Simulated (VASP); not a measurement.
Here is a VASP 6.6.1 calculation.

Contents of INCAR:

```
SYSTEM = Co2W
PREC     = Accurate       ! precision mode
ENCUT    = 520            ! plane-wave cutoff, eV
EDIFF    = 1E-7           ! SCF threshold, eV
ISMEAR   = 0              ! smearing method
SIGMA    = 0.1            ! smearing width, eV
LREAL    = .FALSE.        ! projectors in reciprocal space
LASPH    = .TRUE.         ! aspherical terms in the spheres
NELM     = 150            ! most SCF steps
ALGO     = Normal         ! electronic algorithm
ISIF     = 2              ! what is computed and relaxed
LWAVE    = .FALSE.        ! write WAVECAR
LCHARG   = .TRUE.         ! write CHGCAR
ISPIN    = 2              ! spin polarisation
MAGMOM   = 3 3 3 3 0 0    ! initial moments
LORBIT   = 11             ! projections on sites
LMAXMIX  = 4              ! l up to which the mixer works
GGA      = PE             ! functional
LELF     = .TRUE.         ! ELF
LVHAR    = .TRUE.       
NBANDS   = 45             ! bands
```

KPOINTS

```
regular mesh
0
G
  6 6 6
  0 0 0
```

POSCAR

```
Co2W
1.0
    0.0000000000      3.3137952211      3.3137952211
    3.3137952211      0.0000000000      3.3137952211
    3.3137952211      3.3137952211      0.0000000000
Co W
4 2
Direct
    0.6250000000      0.6250000000      0.6250000000
    0.1250000000      0.6250000000      0.6250000000
    0.6250000000      0.6250000000      0.1250000000
    0.6250000000      0.1250000000      0.6250000000
    0.0000000000      0.0000000000      0.0000000000
    0.2500000000      0.2500000000      0.2500000000
```

Potentials or basis: VASP PAW PBE potentials, release 64 (Co, W_sv).

The run is started by

```sh
$ cat potpaw_PBE.64/Co/POTCAR potpaw_PBE.64/W_sv/POTCAR > POTCAR
$ mpirun -np 1 vasp_std > vasp.out
```

Q: Predict the site moments.

A: Co +0.29; W -0.00 μB.

Q: Predict the pressure.

A: -2.7 GPa.

Q: What does it give for the net moment?

A: 1.16 μB per cell.
